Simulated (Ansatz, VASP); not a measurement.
**Two plane-wave programs on C**

```
C
1.0
     2.46565    0.00000    0.00000
    -1.23283    2.13532    0.00000
     0.00000    0.00000   17.50007
C
4
Direct
  0.66667 0.33333 0.25714
  0.33333 0.66667 0.25714
  0.66667 0.50000 0.45200
  0.33333 0.83333 0.45200
```

Alike in both runs: task single point; functional PBE; dispersion D3(BJ); k mesh 15 × 15 × 1; occupations gaussian, width 0.1 eV; no spin polarisation.

|  | VASP | Ansatz |
| --- | --- | --- |
| version | VASP 6.6.1 | Ansatz 0.2.0 |
| potentials or method | VASP PAW PBE potentials, release 64 (C), cutoff 520 eV | scalar-relativistic, plane waves, PAW |
| valence electrons in the cell | 16 | 16 |

VASP gave:

* gap on the k mesh at the Fermi level (eV): 0.54
* least direct gap on the mesh (eV): 0.54
* rms of the force components (eV/Å): 0.015

Q: What did Ansatz give for the same quantities?

A: gap on the k mesh at the Fermi level (eV): 0.54; least direct gap on the mesh (eV): 0.54; rms of the force components (eV/Å): 0.014.

Atom by atom the forces differ by 0.000 eV/Å (rms over components). Ansatz's warnings: structure snapped to symmetry.
